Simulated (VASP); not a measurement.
TePb: single point with PBE

TePb:

```
Te Pb
1.0
     0.02017    3.22700    3.22700
     3.24717    0.00000    3.24717
     3.22700    3.22700    0.02017
Te Pb
1 1
Direct
  0.50000 0.50000 0.50000
  0.00000 0.00000 0.00000
```

This cell differs from its parent crystal: strain +0.0125 x Voigt [0, 0, 0, 0, 1, 0].

```yaml
Program: VASP 6.6.1
Task: single point
Functional: PBE
Potentials_or_basis: VASP PAW PBE potentials, release 64 (Te, Pb_d)
Cutoff: 520 eV
k_mesh: 8 × 8 × 8
Occupations: gaussian, width 0.05 eV
Spin: no spin polarisation
Dipole_correction: no
Further_INCAR_settings: ALGO = Normal; EDIFF = 1e-06; NBANDS = 17
```

```yaml
Pressure: 2.3 GPa
Band_gap_on_the_k_mesh: 0.67 eV, indirect (least direct gap 0.72 eV)
```

Stress tensor (GPa, compression positive):
```
 2.25  0.00 -0.18
 0.00  2.25  0.00
-0.18  0.00  2.25
```

Levels at points of the mesh, in eV from the valence-band top:
```csv
k point,band 8,band 9,band 10,band 11,band 12,band 13
"(0.00, 0.00, 0.00)",-1.45,-1.39,-1.34,4.04,4.05,4.07
"(0.50, 0.00, 0.00)",-0.96,-0.94,-0.06,0.67,1.19,1.22
"(0.00, 0.50, 0.00)",-0.93,-0.90,0.00,0.73,1.25,1.28
"(0.50, 0.50, 0.00)",-4.56,-2.85,-2.85,3.24,5.45,5.46
"(0.50, 0.00, 0.50)",-4.56,-2.91,-2.79,3.25,5.44,5.48
```

Wall time 87 s on 1 thread of AMD EPYC 7R43 64-Core Processor (Zen 3), on a shared host, peak memory 0.23 GiB.

Caveat: the cell differs from its parent crystal (strain +0.0125 x Voigt [0, 0, 0, 0, 1, 0]); spin-orbit coupling is left out, which moves the levels of the heavy elements. A k mesh can miss the band edges.
